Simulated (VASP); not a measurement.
# Al7RuN8 in VASP: single point with PBEsol+U

Aim: the single point of Al7RuN8 with PBEsol+U.

Program: VASP 6.6.1. These are calculated values, not measurements. Logs are shortened: lines on timing, memory, paths and dates and some standing lists are left out, and cuts for length are marked.

### Step 1. The cell of the first run

The typed cell holds 16 atoms: a = 6.220 Å, b = 6.220 Å, c = 4.980 Å, α = 90.00°, β = 90.00°, γ = 120.00°.

### Step 2. Single point, PBEsol+U, collinear spin, ferromagnetic start

The input, INCAR:

```
PREC = Accurate
ENCUT = 600
EDIFF = 1E-6
ISMEAR = 0
SIGMA = 0.05
LREAL = F
LASPH = T
NELM = 200
ALGO = Normal
ISIF = 2
LWAVE = F
LCHARG = T
ISPIN = 2
MAGMOM = 5 0 0 0 0 0 0 0 0 0 0 0 0 0 0 0
LORBIT = 11
LMAXMIX = 4
LDAU = T
LDAUTYPE = 2
LDAUL = 2 -1 -1
LDAUU = 2 0 0
LDAUJ = 0 0 0
LDAUPRINT = 1
GGA = PS
LELF = T
LVHAR = T
NBANDS = 56
GGA_COMPAT = F
```

The input, KPOINTS:

```
Automatic mesh
0
Gamma
  3 3 4
```

The input, POSCAR:

```
Al7RuN8
1.0
    6.2200009000      0.0000000000      0.0000000000
   -3.1100004000      5.3866788000      0.0000000000
    0.0000000000      0.0000000000      4.9800000000
Ru Al N
1 7 8
Direct
    0.3341166521      0.1705523092      0.9472287618
    0.3335617022      0.6676266108      0.0101857161
    0.8287902141      0.1599342057      0.0107336293
    0.8316944424      0.6676423421      0.0101894852
    0.1623055163      0.3330376853      0.4972386905
    0.1641433322      0.8306576049      0.4973331042
    0.6683800821      0.3330469993      0.4972319376
    0.6641081001      0.8305949293      0.5054944609
    0.3322621662      0.1668754145      0.4054422833
    0.3333175146      0.6664646119      0.3847897471
    0.8293222718      0.1610059596      0.3846689022
    0.8307765239      0.6664741706      0.3847895567
    0.1497133434      0.3439086141      0.8768782842
    0.1544915866      0.8113691933      0.8770874201
    0.6918649834      0.3439347790      0.8768705238
    0.6637219466      0.8298289211      0.8856334642
```

Potentials or basis: VASP PAW PBE potentials, release 64 (Ru_pv, Al, N).

Run with:

```bash
$ cat potpaw_PBE.64/Ru_pv/POTCAR potpaw_PBE.64/Al/POTCAR potpaw_PBE.64/N/POTCAR > POTCAR
$ mpirun -np 1 vasp_std > vasp.out
```

OUTCAR:

```text
PREC = Accurate
   ENCUT = 600
   EDIFF = 1E-6
   ISMEAR = 0
   LREAL = F
   LASPH = T
   NELM = 200
   ISIF = 2
   ISPIN = 2
   LORBIT = 11
   GGA = PS

 ion  position               nearest neighbor table
   1  0.334  0.171  0.947-  15 1.96  13 1.96  14 1.97   9 2.28   7 2.87   5 2.87   6 2.89   4 3.11
                             2 3.11   3 3.13   3 3.13   2 3.14   4 3.14   7 3.28   5 3.28   6 3.30
   2  0.334  0.668  0.010-  14 1.86  10 1.87  13 1.87  16 1.88   6 3.02   5 3.02   8 3.04   3 3.07
                             8 3.08   4 3.10   1 3.11   6 3.12   4 3.12   5 3.13   1 3.14   3 3.15
   3  0.829  0.160  0.011-  13 1.86  15 1.86  11 1.86  16 1.88   7 3.02   5 3.02   8 3.04   4 3.07
                             2 3.07   8 3.08   5 3.13   7 3.13   1 3.13   1 3.13   2 3.15   4 3.15
   4  0.832  0.668  0.010-  14 1.86  12 1.87  15 1.87  16 1.88   6 3.02   7 3.02   8 3.04   3 3.07
                             8 3.08   2 3.10   1 3.11   6 3.12   2 3.12   7 3.13   1 3.14   3 3.15
   5  0.162  0.333  0.497-   9 1.87  11 1.88  10 1.88  13 1.89   1 2.87   3 3.02   2 3.02   7 3.07
                             6 3.09   8 3.11   8 3.11   3 3.13   2 3.13   6 3.13   7 3.15   1 3.28
   6  0.164  0.831  0.497-   9 1.87  12 1.88  10 1.88  14 1.89   1 2.89   4 3.02   2 3.02   7 3.09
                             5 3.09   8 3.11   8 3.11   2 3.12   4 3.12   5 3.13   7 3.13   1 3.30
   7  0.668  0.333  0.497-   9 1.87  11 1.88  12 1.88  15 1.89   1 2.87   3 3.02   4 3.02   5 3.07
                             6 3.09   8 3.11   8 3.11   3 3.13   4 3.13   6 3.13   5 3.15   1 3.28
   8  0.664  0.831  0.505-  11 1.88  12 1.88  10 1.88  16 1.89   3 3.04   4 3.04   2 3.04   3 3.08
                             4 3.08   2 3.08   5 3.11   7 3.11   6 3.11   6 3.11   7 3.11   5 3.11
   9  0.332  0.167  0.405-   7 1.87   5 1.87   6 1.87   1 2.28
  10  0.333  0.666  0.385-   2 1.87   8 1.88   6 1.88   5 1.88
  11  0.829  0.161  0.385-   3 1.86   8 1.88   7 1.88   5 1.88
  12  0.831  0.666  0.385-   4 1.87   8 1.88   6 1.88   7 1.88
  13  0.150  0.344  0.877-   3 1.86   2 1.87   5 1.89   1 1.96
  14  0.154  0.811  0.877-   4 1.86   2 1.86   6 1.89   1 1.97
  15  0.692  0.344  0.877-   3 1.86   4 1.87   7 1.89   1 1.96
  16  0.664  0.830  0.886-   2 1.88   4 1.88   3 1.88   8 1.89

  LATTYP: Found a hexagonal cell.
 ALAT       =     6.2200009000
 C/A-ratio  =     0.8006429710

  Lattice vectors:

 A1 = (   6.2200009000,   0.0000000000,   0.0000000000)
 A2 = (  -3.1100004000,   5.3866788000,   0.0000000000)
 A3 = (   0.0000000000,   0.0000000000,   4.9800000000)

Analysis of symmetry for initial positions (statically):
=====================================================================
 Subroutine PRICEL returns:
 Original cell was already a primitive cell.

 Routine SETGRP: Setting up the symmetry group for a
 hexagonal supercell.

 Subroutine GETGRP returns: Found  1 space group operations
 (whereof  1 operations were pure point group operations)
 out of a pool of 24 trial point group operations.

The static configuration has the point symmetry C_1 .

Analysis of symmetry for dynamics (positions and initial velocities):
=====================================================================
 Subroutine PRICEL returns:
 Original cell was already a primitive cell.

 Routine SETGRP: Setting up the symmetry group for a
 hexagonal supercell.

 Subroutine GETGRP returns: Found  1 space group operations
 (whereof  1 operations were pure point group operations)
 out of a pool of 24 trial point group operations.

The dynamic configuration has the point symmetry C_1 .

Analysis of structural, dynamic, and magnetic symmetry:
=====================================================================
 Subroutine PRICEL returns:
 Original cell was already a primitive cell.

 Routine SETGRP: Setting up the symmetry group for a
 hexagonal supercell.

 Subroutine GETGRP returns: Found  1 space group operations
 (whereof  1 operations were pure point group operations)
 out of a pool of 24 trial point group operations.

The overall configuration has the point symmetry C_1 .

 Subroutine INISYM returns: Found  1 space group operations
 (whereof  1 operations are pure point group operations),
 and found     1 'primitive' translations

----------------------------------------------------------------------------------------

                                     Primitive cell

  volume of cell :     166.8556

  direct lattice vectors                    reciprocal lattice vectors
     6.220000900  0.000000000  0.000000000     0.160771681  0.092821572  0.000000000
    -3.110000400  5.386678800  0.000000000     0.000000000  0.185643146  0.000000000
     0.000000000  0.000000000  4.980000000     0.000000000  0.000000000  0.200803213
[... 124 lines left out ...]
   IMIX   =      4    mixing-type and parameters
     AMIX     =   0.40;   BMIX     =  1.00
     AMIX_MAG =   1.60;   BMIX_MAG =  1.00
  volume/ion in A,a.u.               =      10.43        70.37
  Fermi-wavevector in a.u.,A,eV,Ry     =   1.254050  2.369811 21.397096  1.572642
  Thomas-Fermi vector in A             =   2.387874
   LORBIT       =     11    0 simple, 1 ext, 2 COOP (PROOUT), +10 PAW based schemes
 LDA+U is selected, type is set to LDAUTYPE =  2
   angular momentum for each species LDAUL =     2   -1   -1
   U (eV)           for each species LDAUU =   2.0  0.0  0.0
   J (eV)           for each species LDAUJ =   0.0  0.0  0.0
   GGA     = PS    functional components
   LHFCALC =     F    Hartree Fock is set to
   AEXX    =    0.0000 exact exchange contribution
   IVDW    =     0    specifies the selected vdW correction
   LEPSILON=     F    determine dielectric tensor
   LRPA    =     F    only Hartree local field effects (RPA)
 spin polarized calculation
 Gauss-broadening in eV      SIGMA  =   0.05
  energy-cutoff  :      600.00
  volume of cell :      166.86
 maximum number of plane-waves:      5624
 NGX is ok and might be reduce to    50
   NGX = 25   NGY = 25   NGZ = 19

atom =   1  type =  1  l = 2

 onsite density matrix

spin component  1

  0.6039 -0.0000  0.0001  0.0817  0.0002
 -0.0000  0.8288  0.0022  0.0000  0.0955
  0.0001  0.0022  0.4910  0.0000  0.0028
  0.0817  0.0000  0.0000  0.8317 -0.0000
  0.0002  0.0955  0.0028 -0.0000  0.4992

spin component  2

  0.4150  0.0000 -0.0000  0.1415 -0.0000
  0.0000  0.8149  0.0038 -0.0000  0.1290
 -0.0000  0.0038  0.4716  0.0000  0.0014
  0.1415 -0.0000  0.0000  0.8100  0.0000
 -0.0000  0.1290  0.0014  0.0000  0.4200

 occupancies and eigenvectors

  o =  0.3695  v =  0.0000  0.0000  0.0000  0.0000  0.0000  0.9521 -0.0005  0.0002 -0.3059  0.0015      0.0000  0.0000  0.0000  0.0000  0.0000  0.0000  0.0000  0.0000  0.0000  0.0000
  o =  0.3816  v =  0.0000  0.0000  0.0000  0.0000  0.0000  0.0015  0.2853  0.0025 -0.0004 -0.9584      0.0000  0.0000  0.0000  0.0000  0.0000  0.0000  0.0000  0.0000  0.0000  0.0000
  o =  0.4715  v =  0.0000  0.0000  0.0000  0.0000  0.0000 -0.0002 -0.0109  0.9999  0.0000 -0.0006      0.0000  0.0000  0.0000  0.0000  0.0000  0.0000  0.0000  0.0000  0.0000  0.0000
  o =  0.4733  v =  0.0013  0.2568  0.1210 -0.0003 -0.9589  0.0000  0.0000  0.0000  0.0000  0.0000      0.0000  0.0000  0.0000  0.0000  0.0000  0.0000  0.0000  0.0000  0.0000  0.0000
  o =  0.4912  v = -0.0007 -0.0390  0.9926  0.0002  0.1148  0.0000  0.0000  0.0000  0.0000  0.0000      0.0000  0.0000  0.0000  0.0000  0.0000  0.0000  0.0000  0.0000  0.0000  0.0000
  o =  0.5776  v =  0.9520 -0.0005  0.0006 -0.3062  0.0013  0.0000  0.0000  0.0000  0.0000  0.0000      0.0000  0.0000  0.0000  0.0000  0.0000  0.0000  0.0000  0.0000  0.0000  0.0000
  o =  0.8534  v =  0.0000  0.0000  0.0000  0.0000  0.0000  0.0007 -0.9584 -0.0106  0.0025 -0.2854      0.0000  0.0000  0.0000  0.0000  0.0000  0.0000  0.0000  0.0000  0.0000  0.0000
  o =  0.8545  v = -0.0005  0.9657  0.0079 -0.0020  0.2596  0.0000  0.0000  0.0000  0.0000  0.0000      0.0000  0.0000  0.0000  0.0000  0.0000  0.0000  0.0000  0.0000  0.0000  0.0000
  o =  0.8555  v =  0.0000  0.0000  0.0000  0.0000  0.0000 -0.3059 -0.0025 -0.0001 -0.9521 -0.0008      0.0000  0.0000  0.0000  0.0000  0.0000  0.0000  0.0000  0.0000  0.0000  0.0000
  o =  0.8580  v =  0.3062  0.0020  0.0001  0.9520  0.0006  0.0000  0.0000  0.0000  0.0000  0.0000      0.0000  0.0000  0.0000  0.0000  0.0000  0.0000  0.0000  0.0000  0.0000  0.0000

 number of electron      75.0000000 magnetization       0.5003484

 Free energy of the ion-electron system (eV)
  ---------------------------------------------------
  ext. energy  EPLUGINS =         0.00000000
  ---------------------------------------------------
  free energy    TOTEN  =      -122.81541080 eV

  energy without entropy =     -122.81163949  energy(sigma->0) =     -122.81352514

 E-fermi :   8.7542     XC(G=0): -11.4020

 val. band max:        8.7000399193   @ k =  -0.3333   0.3333   0.2500
 cond. band min:       8.7742176262   @ k =   0.0000   0.3333   0.2500
 fundamental gap:      0.0741777069
 Fermi energy:         8.7542351219

 spin component 1

 k-point     1 :       0.0000    0.0000    0.0000
  band No.  band energies     occupation
      1     -34.7889      1.00000
      2     -34.7770      1.00000
      3     -33.7768      1.00000
      4      -8.8914      1.00000
      5      -7.0260      1.00000
      6      -7.0078      1.00000
[... 977 lines left out ...]
     48      14.1752      0.00000
     49      14.4439      0.00000
 Fermi energy:         8.7542351219

 spin component 2

 k-point     1 :       0.0000    0.0000    0.0000
  band No.  band energies     occupation
      1     -34.4576      1.00000
      2     -34.4528      1.00000
      3     -33.6413      1.00000
      4      -8.8773      1.00000
      5      -7.0075      1.00000
      6      -6.9872      1.00000
[... 977 lines left out ...]
     48      14.2247      0.00000
     49      14.5366      0.00000
 [bands above 49 left out]

------------------------ aborting loop because EDIFF is reached ----------------------------------------

  FORCE on cell =-STRESS in cart. coord.  units (eV):
  Direction    XX          YY          ZZ          XY          YZ          ZX
  --------------------------------------------------------------------------------------
  -------------------------------------------------------------------------------------
  Total        7.8923394      6.5528818      4.4730852      0.0024115      0.0107690     -0.0004701
  in kB       75.7836404     62.9219312     42.9513567      0.0231552      0.1034059     -0.0045142
  external PRESSURE =      60.5523095 kB  Pullay stress =       0.0000000 kB

 VOLUME and BASIS-vectors are now :
 -----------------------------------------------------------------------------
  energy-cutoff  :      600.00
  volume of cell :      166.86
      direct lattice vectors                 reciprocal lattice vectors
     6.220000900  0.000000000  0.000000000     0.160771681  0.092821572  0.000000000
    -3.110000400  5.386678800  0.000000000     0.000000000  0.185643146  0.000000000
     0.000000000  0.000000000  4.980000000     0.000000000  0.000000000  0.200803213

 POSITION                                       TOTAL-FORCE (eV/Angst)
 -----------------------------------------------------------------------------------
      1.54779      0.91871      4.71720        -0.000659     -0.080522      0.067174
     -0.00156      3.59629      0.05072         0.014205     -0.030209     -0.006706
      4.65768      0.86151      0.05345        -0.000221     -0.014770     -0.000608
      3.09677      3.59637      0.05074        -0.014387     -0.030414     -0.006785
     -0.02621      1.79397      2.47625         0.008506      0.013731      0.005743
     -1.56237      4.47449      2.47672        -0.000019     -0.007627      0.008194
[... 8 lines left out ...]
      3.23376      1.85267      4.36682        -0.081028      0.047725     -0.015717
      1.54758      4.47002      4.41045         0.000022      0.013381     -0.006791
 -----------------------------------------------------------------------------------
    total drift:                               -0.000253     -0.000386      0.001642

  FREE ENERGIE OF THE ION-ELECTRON SYSTEM (eV)
  ---------------------------------------------------
  free  energy   TOTEN  =      -122.8154107961 eV

  energy  without entropy=     -122.8116394912  energy(sigma->0) =     -122.81352514

 total charge

# of ion       s       p       d       tot
------------------------------------------
    1        0.361   6.264   6.129  12.754
    2        0.374   0.460   0.000   0.834
    3        0.375   0.463   0.000   0.838
    4        0.374   0.460   0.000   0.834
    5        0.372   0.450   0.000   0.822
    6        0.373   0.449   0.000   0.822
[... 8 lines left out ...]
   15        1.230   2.587   0.000   3.817
   16        1.215   2.626   0.000   3.841
--------------------------------------------------
tot         12.759  30.259   6.129  49.148

 magnetization (x)

# of ion       s       p       d       tot
------------------------------------------
    1        0.003   0.017   0.322   0.342
    2        0.002   0.002   0.000   0.004
    3        0.002   0.003   0.000   0.004
    4        0.002   0.002   0.000   0.004
    5        0.000   0.001   0.000   0.001
    6        0.000   0.000   0.000   0.000
[... 8 lines left out ...]
   15        0.002   0.000   0.000   0.002
   16        0.000   0.003   0.000   0.003
--------------------------------------------------
tot          0.014   0.031   0.322   0.367
```

Run time: 18 min. Hardware: 1 thread of Intel Xeon 8259CL, shared host; peak memory 0.57 GiB.

What came out:

```yaml
Free_energy: -122.8154 eV
Pressure: 6.1 GPa
Largest_force: 0.105 eV/Å
Net_moment: 0.50 μB per cell
Site_moments: Ru +0.34; Al +0.00; N -0.00, +0.00, +0.01 μB
Valence_electrons_inside_the_program's_atomic_spheres: Ru 12.75; Al 0.83, 0.84, 0.82; N 3.75, 3.85, 3.82, 3.81, 3.84
```

Forces in eV/Å, atoms in the order of the input:
```
Ru  -0.001 -0.081  0.067
Al   0.014 -0.030 -0.007
Al   0.000 -0.015 -0.001
Al  -0.014 -0.030 -0.007
Al   0.009  0.014  0.006
Al   0.000 -0.008  0.008
Al  -0.008  0.014  0.006
Al   0.000 -0.007  0.000
N    0.000 -0.005 -0.044
N    0.000  0.004  0.003
N    0.000  0.000  0.004
N    0.000  0.004  0.003
N    0.081  0.048 -0.016
N    0.001  0.031 -0.001
N   -0.081  0.048 -0.016
N    0.000  0.013 -0.007
```

Eigenvalues of the final occupation matrices:
| site | spin | trace | eigenvalues |
| --- | --- | --- | --- |
| site 1 d | 1 | 3.25 | 0.47 0.49 0.58 0.85 0.86 |
| site 1 d | 2 | 2.93 | 0.37 0.38 0.47 0.85 0.86 |

Caveat: the k points lie up to 0.39 Å⁻¹ apart; the PAW data sets were made with another functional, which shifts forces and pressure a little; the moment fell far below its start of 5 μB, so a state of higher moment may lie lower in energy. The state reached can hang on the start; a lower one may exist.
